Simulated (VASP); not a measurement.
# Li3Ti (Pm-3m) in VASP: relaxation of cell and atoms with LDA

Aim: the relaxation of cell and atoms of Li3Ti with LDA.

All numbers are computed with VASP 6.6.1; they aren't measurements. Logs are shortened: lines on timing, memory, paths and dates and some standing lists are left out, and cuts for length are marked.

## Step 1: The cell of the first run

It takes space group Pm-3m (No. 221, cubic). The conventional cell has a = 4.347 Å, b = 4.347 Å, c = 4.347 Å, α = 90.00°, β = 90.00°, γ = 90.00°. Within 4.0 Å of Li (site symmetry 4/mmm) lie 8 Li at 3.07 Å and 4 Ti at 3.07 Å. Within 4.0 Å of Ti (site symmetry m-3m) lie 12 Li at 3.07 Å.

## Step 2: Relaxation of cell and atoms, LDA

INCAR reads:

```
PREC = Accurate ; ENCUT = 600
EDIFF = 1E-6 ; ISMEAR = 1
SIGMA = 0.05 ; LREAL = F
LASPH = T ; NELM = 60
ALGO = Normal ; ISIF = 3
LWAVE = F ; LCHARG = F
GGA = CA ; IBRION = 2
NSW = 80 ; EDIFFG = -0.01
```

KPOINTS reads:

```
Automatic mesh
0
Gamma
  10 10 10
```

POSCAR reads:

```
Li3Ti
1.0
    4.3475000000      0.0000000000      0.0000000000
    0.0000000000      4.3475000000      0.0000000000
    0.0000000000      0.0000000000      4.3475000000
Li Ti
3 1
Direct
    0.0000000000      0.0000000000      0.0000000000
    0.0000000000      0.5000000000      0.5000000000
    0.5000000000      0.0000000000      0.5000000000
    0.5000000000      0.5000000000      0.0000000000
```

Potentials or basis: VASP PAW LDA potentials, release 64 (Li_sv, Ti_sv).

Run with:

```bash
$ cat potpaw_LDA.64/Li_sv/POTCAR potpaw_LDA.64/Ti_sv/POTCAR > POTCAR
$ mpirun -np 1 vasp_std > vasp.out
```

OUTCAR:

```text
PREC = Accurate
   ENCUT = 600
   EDIFF = 1E-6
   ISMEAR = 1
   LREAL = F
   LASPH = T
   NELM = 60
   ISIF = 3
   GGA = CA
   IBRION = 2
   NSW = 80
   EDIFFG = -0.01

 ion  position               nearest neighbor table
   1  0.000  0.000  0.000-
   2  0.000  0.500  0.500-
   3  0.500  0.000  0.500-
   4  0.500  0.500  0.000-

  LATTYP: Found a simple cubic cell.
 ALAT       =     4.3475000000

  Lattice vectors:

 A1 = (   4.3475000000,   0.0000000000,   0.0000000000)
 A2 = (   0.0000000000,   4.3475000000,   0.0000000000)
 A3 = (   0.0000000000,   0.0000000000,   4.3475000000)

Analysis of symmetry for initial positions (statically):
=====================================================================
 Subroutine PRICEL returns:
 Original cell was already a primitive cell.

 Routine SETGRP: Setting up the symmetry group for a
 simple cubic supercell.

 Subroutine GETGRP returns: Found 48 space group operations
 (whereof 16 operations were pure point group operations)
 out of a pool of 48 trial point group operations.

The static configuration has the point symmetry D_4h.
 The point group associated with its full space group is O_h .

Analysis of symmetry for dynamics (positions and initial velocities):
=====================================================================
 Subroutine PRICEL returns:
 Original cell was already a primitive cell.

 Routine SETGRP: Setting up the symmetry group for a
 simple cubic supercell.

 Subroutine GETGRP returns: Found 48 space group operations
 (whereof 16 operations were pure point group operations)
 out of a pool of 48 trial point group operations.

The dynamic configuration has the point symmetry D_4h.
 The point group associated with its full space group is O_h .

 Subroutine INISYM returns: Found 48 space group operations
 (whereof 16 operations are pure point group operations),
 and found     1 'primitive' translations

----------------------------------------------------------------------------------------

                                     Primitive cell

  volume of cell :      82.1710

  direct lattice vectors                    reciprocal lattice vectors
     4.347500000  0.000000000  0.000000000     0.230017251  0.000000000  0.000000000
     0.000000000  4.347500000  0.000000000     0.000000000  0.230017251  0.000000000
     0.000000000  0.000000000  4.347500000     0.000000000  0.000000000  0.230017251

  length of vectors
     4.347500000  4.347500000  4.347500000     0.230017251  0.230017251  0.230017251

  position of ions in fractional coordinates (direct lattice)
     0.000000000  0.000000000  0.000000000
     0.000000000  0.500000000  0.500000000
     0.500000000  0.000000000  0.500000000
     0.500000000  0.500000000  0.000000000

  ion indices of the primitive-cell ions
   primitive index   ion index
                 1           1
                 2           2
                 3           3
                 4           4

----------------------------------------------------------------------------------------

 KPOINTS: Automatic mesh

Automatic generation of k-mesh.
 Grid dimensions read from file:
 generate k-points for:   10   10   10

 Generating k-lattice:

  Cartesian coordinates                     Fractional coordinates (reciprocal lattice)
     0.023001725  0.000000000  0.000000000     0.100000000  0.000000000  0.000000000
     0.000000000  0.023001725  0.000000000     0.000000000  0.100000000  0.000000000
     0.000000000  0.000000000  0.023001725     0.000000000  0.000000000  0.100000000

  Length of vectors
     0.023001725  0.023001725  0.023001725

  Shift w.r.t. Gamma in fractional coordinates (k-lattice)
     0.000000000  0.000000000  0.000000000

 Subroutine IBZKPT returns following result:
 ===========================================

 Found     56 irreducible k-points:

 Following reciprocal coordinates:
            Coordinates               Weight
  0.000000  0.000000  0.000000      1.000000
  0.100000  0.000000  0.000000      6.000000
  0.200000  0.000000  0.000000      6.000000
  0.300000  0.000000  0.000000      6.000000
  0.400000  0.000000  0.000000      6.000000
  0.500000  0.000000  0.000000      3.000000
[... 16 lines left out ...]
  0.200000  0.100000  0.100000     24.000000
  0.300000  0.100000  0.100000     24.000000
 [... further k-points ...]
   k-points           NKPTS =     56   k-points in BZ     NKDIM =     56   number of bands    NBANDS=     14
   number of dos      NEDOS =    301   number of ions     NIONS =      4
   total plane-waves  NPLWV =  46656
   dimension x,y,z NGX =    36 NGY =   36 NGZ =   36
   dimension x,y,z NGXF=    72 NGYF=   72 NGZF=   72
   ions per type =               3   1
   NGX,Y,Z   is equivalent  to a cutoff of  13.77, 13.77, 13.77 a.u.
   NGXF,Y,Z  is equivalent  to a cutoff of  27.53, 27.53, 27.53 a.u.
 SYSTEM =  unknown system
   PREC   = accura    normal or accurate (medium, high low for compatibility)
   ISTART =      0    job   : 0-new  1-cont  2-samecut
   ICHARG =      2    charge: 1-file 2-atom 10-const
   ISPIN  =      1    spin polarized calculation?
   LNONCOLLINEAR =      F non collinear calculations
   LSORBIT =      F    spin-orbit coupling
   LASPH  =      T    aspherical Exc in radial PAW
   ENCUT  =  600.0 eV  44.10 Ry    6.64 a.u.   8.68  8.68  8.68*2*pi/ulx,y,z
   NELM   =     60;   NELMIN=  2; NELMDL= -5     # of ELM steps
   EDIFF  = 0.1E-05   stopping-criterion for ELM
   LREAL  =      F    real-space projection
   EDIFFG = -.1E-01   stopping-criterion for IOM
   NSW    =     80    number of steps for IOM
   IBRION =      2    ionic relax: 0-MD 1-quasi-New 2-CG
   NFREE  =      1    steps in history (QN), initial steepest desc. (CG)
   ISIF   =      3    stress and relaxation
   ISYM   =      2    0-nonsym 1-usesym 2-fastsym
   POTIM  = 0.5000    time-step for ionic-motion
   TEBEG  =    0.0;   TEEND  =   0.0 temperature during run
   PSTRESS=    0.0 pullay stress
   NELECT =      21.0000    total number of electrons
   NUPDOWN=      -1.0000    fix difference up-down
   EMIN   =  10.00;   EMAX   =-10.00  energy-range for DOS
   EFERMI =   0.00;   METHOD = LEGACY
   ISMEAR =     1;   SIGMA  =   0.05  broadening in eV -4-tet -1-fermi 0-gaus
   EFERMI_NEDOS =   21; number of points for ismear=-14 and -15
   IALGO  =     38    algorithm
   IMIX   =      4    mixing-type and parameters
     AMIX     =   0.40;   BMIX     =  1.00
     AMIX_MAG =   1.60;   BMIX_MAG =  1.00
  volume/ion in A,a.u.               =      20.54       138.63
  Fermi-wavevector in a.u.,A,eV,Ry     =   1.038903  1.963242 14.685033  1.079319
  Thomas-Fermi vector in A             =   2.173409
   LORBIT       =      0    0 simple, 1 ext, 2 COOP (PROOUT), +10 PAW based schemes
   GGA     = CA    functional components
   LHFCALC =     F    Hartree Fock is set to
   AEXX    =    0.0000 exact exchange contribution
   IVDW    =     0    specifies the selected vdW correction
   LEPSILON=     F    determine dielectric tensor
   LRPA    =     F    only Hartree local field effects (RPA)
 conjugate gradient relaxation of ions
 non-spin polarized calculation
 Methfessel and Paxton  Order N= 1 SIGMA  =   0.05
  energy-cutoff  :      600.00
  volume of cell :       82.17
 maximum number of plane-waves:      2800
 NGX is ok and might be reduce to    36
   NGX = 17   NGY = 17   NGZ = 17

--------------------------------------- Ionic step        1  -------------------------------------------

 number of electron      20.9999980 magnetization

 Free energy of the ion-electron system (eV)
  ---------------------------------------------------
  ext. energy  EPLUGINS =         0.00000000
  ---------------------------------------------------
  free energy    TOTEN  =       -12.15229610 eV

  energy without entropy =      -12.15306716  energy(sigma->0) =      -12.15255312

------------------------ aborting loop because EDIFF is reached ----------------------------------------

  FORCE on cell =-STRESS in cart. coord.  units (eV):
  Direction    XX          YY          ZZ          XY          YZ          ZX
  --------------------------------------------------------------------------------------
  -------------------------------------------------------------------------------------
  Total       -2.3497509     -2.3497509     -2.3497509      0.0000000     -0.0000000      0.0000000
  in kB      -45.8156268    -45.8156268    -45.8156268      0.0000000     -0.0000000      0.0000000
  external PRESSURE =     -45.8156268 kB  Pullay stress =       0.0000000 kB
[... 23 lines left out ...]
  energy  without entropy=      -12.1530671614  energy(sigma->0) =      -12.15255312

--------------------------------------- Ionic step        2  -------------------------------------------

 number of electron      21.0000008 magnetization

 E-fermi :   2.0901     XC(G=0):  -8.4625

 val. band max:        2.0869217141   @ k =   0.4000   0.3000   0.2000
 cond. band min:       2.0990360168   @ k =   0.5000   0.2000   0.2000
 fundamental gap:      0.0121143028
 Fermi energy:         2.0900820052

 k-point     1 :       0.0000    0.0000    0.0000
  band No.  band energies     occupation
      1     -54.6061      2.00000
      2     -42.5830      2.00000
      3     -42.5554      2.00000
      4     -42.5554      2.00000
      5     -31.2197      2.00000
      6     -31.2197      2.00000
      7     -31.2197      2.00000
      8      -1.9025      2.00000
      9       1.9704      2.00369
     10       1.9704      2.00369
     11       2.8968     -0.00000
     12       2.8968     -0.00000
     13       2.8968     -0.00000
     14       4.0550      0.00000
[... 502 lines left out ...]
  energy  without entropy=      -12.4177495254  energy(sigma->0) =      -12.41699311

--------------------------------------- Ionic step        5  -------------------------------------------

 number of electron      20.9999986 magnetization

 Free energy of the ion-electron system (eV)
  ---------------------------------------------------
  ext. energy  EPLUGINS =         0.00000000
  ---------------------------------------------------
  free energy    TOTEN  =       -12.41677177 eV

  energy without entropy =      -12.41790254  energy(sigma->0) =      -12.41714869

 E-fermi :   2.6890     XC(G=0):  -8.8788

 val. band max:        2.6850731321   @ k =   0.4000   0.3000   0.3000
 cond. band min:       2.7008722018   @ k =   0.5000   0.2000   0.2000
 fundamental gap:      0.0157990697
 Fermi energy:         2.6889926695

 k-point     1 :       0.0000    0.0000    0.0000
  band No.  band energies     occupation
      1     -53.8595      2.00000
      2     -41.7628      2.00000
      3     -41.7187      2.00000
      4     -41.7187      2.00000
      5     -30.4765      2.00000
      6     -30.4765      2.00000
      7     -30.4765      2.00000
      8      -1.4682      2.00000
      9       2.5425      2.00027
     10       2.5425      2.00027
     11       3.6355     -0.00000
     12       3.6355     -0.00000
     13       3.6355     -0.00000
     14       4.8009      0.00000
[... 422 lines left out ...]
  FREE ENERGIE OF THE ION-ELECTRON SYSTEM (eV)
  ---------------------------------------------------
  free  energy   TOTEN  =       -12.4167717709 eV

  energy  without entropy=      -12.4179025378  energy(sigma->0) =      -12.41714869

 reached required accuracy - stopping structural energy minimisation
```

It took 2 min on 1 thread of Intel Xeon 6975P-C (Granite Rapids), shared host; peak memory 0.23 GiB.

Results:

```yaml
Free_energy: -12.4168 eV
Relaxed_volume: 16.66 Å³/atom
Relaxed_cell: a = 4.054 Å, b = 4.054 Å, c = 4.054 Å, α = 90.00°, β = 90.00°, γ = 90.00°
Space_group_after_relaxing_to_0.1_Å: Pm-3m (No. 221)
Energy_gained_by_relaxing: 66.1 meV/atom
Ionic_steps: 5
Pressure_after_relaxing: 0.0 GPa
Band_gap_on_the_k_mesh: zero (an odd number of electrons rules out a gap without spin polarisation)
```

Step by step:
| step | energy change (eV) | largest force (eV/Å) | pressure (GPa) | volume (Å³) |
| --- | --- | --- | --- | --- |
| 1 | 0.0000 | 0.0000 | -4.58 | 82.17 |
| 2 | -0.1675 | 0.0000 | -3.20 | 75.38 |
| 3 | -0.2596 | 0.0000 | -0.86 | 68.42 |
| 4 | -0.2643 | 0.0000 | 0.17 | 66.28 |
| 5 | -0.2645 | 0.0000 | -0.01 | 66.63 |

Final structure:
```
Li Ti
1.0
     4.05406    0.00000    0.00000
     0.00000    4.05406    0.00000
     0.00000    0.00000    4.05406
Li Ti
3 1
Direct
  0.00000 0.00000 0.00000
  0.00000 0.50000 0.50000
  0.50000 0.00000 0.50000
  0.50000 0.50000 0.00000
```

Levels at points of the mesh, in eV from the Fermi level:
```csv
k point,band 8,band 9,band 10,band 11,band 12,band 13,band 14
"(0.00, 0.00, 0.00)",-4.16,-0.15,-0.15,0.95,0.95,0.95,2.11
"(0.50, 0.00, 0.00)",-2.88,-1.77,-0.27,0.11,0.11,1.00,1.35
"(0.50, 0.50, 0.00)",-1.74,-1.39,-0.17,-0.17,0.37,0.37,1.34
"(0.50, 0.50, 0.50)",-0.17,-0.17,-0.17,0.28,0.28,0.28,0.29
```

Caveat: the cutoff is under 1.25 times the usual one of these potentials, so pressure, stress and relaxed cells hold a basis-set (Pulay) error; the volume moved by over 15 % at a fixed basis, so the end points are rough.
